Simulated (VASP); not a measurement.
Here is a VASP 6.6.1 calculation.

Contents of INCAR:

```
  ALGO = Normal
  EDIFF = 1E-6
  EDIFFG = -0.04
  ENCUT = 600
  GGA = PE
  IBRION = 2
  ISIF = 3
  ISMEAR = 0
  LASPH = True
  LCHARG = False
  LREAL = False
  LWAVE = False
  NELM = 100
  NSW = 90
  PREC = Accurate
  SIGMA = 0.1
```

Contents of KPOINTS:

```
k-points
0
Gamma
  8 8 4
```

Contents of POSCAR:

```
Be
1.0
    2.0828696100      0.0000000000      0.0000000000
   -0.0007108300      2.0850531100      0.0000000000
   -1.0124250500     -1.0320414700      3.7794373300
Be
2
Direct
    0.3688105000      0.6209595800      0.7506401500
    0.6311895000      0.3790404200      0.2493598500
```

Potentials or basis: VASP PAW PBE potentials, release 64 (Be).

Command:

```bash
$ cat potpaw_PBE.64/Be/POTCAR > POTCAR
$ mpirun -np 1 vasp_std > vasp.out
```

(1) What does it give for the relaxed volume?

(2) Predict the space group after relaxing (to 0.1 Å).

(3) Estimate the relaxed cell.

(4) Estimate the band gap on the k mesh.

## Answers

(1) 7.91 Å³/atom.

(2) P6_3/mmc (No. 194).

(3) a = 2.248 Å, b = 2.252 Å, c = 3.609 Å, α = 90.09°, β = 90.09°, γ = 60.00°.

(4) zero (bands 2 and 3 overlap by 0.17 eV).

Caveat: the k points lie up to 0.44 Å⁻¹ apart in the final cell.
